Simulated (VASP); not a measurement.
## P: single point with LDA

P:

```
P
1.0
     1.65523   -5.08445    0.00000
     1.65523    5.08445    0.00000
     0.00000    0.00000    4.12716
P
4
Direct
  0.89358 0.10642 0.07105
  0.60642 0.39358 0.57105
  0.10642 0.89358 0.92895
  0.39358 0.60642 0.42895
```

| Item | Value |
| --- | --- |
| Program | VASP 6.6.1 |
| Task | single point |
| Functional | LDA |
| Potentials or basis | VASP PAW LDA potentials, release 64 (P) |
| Cutoff | 520 eV |
| k mesh | 12 × 12 × 10 |
| Occupations | gaussian, width 0.05 eV |
| Spin | no spin polarisation |

* Pressure: -0.3 GPa
* Largest force: 0.050 eV/Å
* Band gap on the k mesh: zero (bands 10 and 11 overlap by 0.36 eV)

Forces in eV/Å, atoms in the order of the input:
```
P    0.000 -0.032  0.038
P    0.000  0.032  0.038
P    0.000  0.032 -0.038
P    0.000 -0.032 -0.038
```

Levels at points of the mesh, in eV from the Fermi level:
| k point | band 8 | band 9 | band 10 | band 11 | band 12 | band 13 |
| --- | --- | --- | --- | --- | --- | --- |
| (0.00, 0.00, 0.00) | -2.86 | -2.63 | -1.31 | 1.07 | 1.23 | 1.91 |
| (0.50, 0.00, 0.00) | -3.16 | -2.60 | -2.60 | 0.77 | 0.77 | 1.10 |
| (0.50, 0.50, 0.00) | -2.11 | -1.84 | -0.45 | 0.50 | 0.69 | 2.51 |
| (0.00, 0.00, 0.50) | -3.03 | -0.77 | -0.77 | 1.52 | 1.52 | 2.21 |
| (0.50, 0.00, 0.50) | -5.78 | -2.08 | -2.08 | 1.57 | 1.57 | 4.91 |
| (0.50, 0.50, 0.50) | -2.38 | -1.16 | -1.16 | 1.31 | 1.31 | 2.80 |

Run time: 6.4 min on 1 thread of Oxide Virtual Turin-like Processor, with other jobs on the host, peak memory 0.3 GiB.
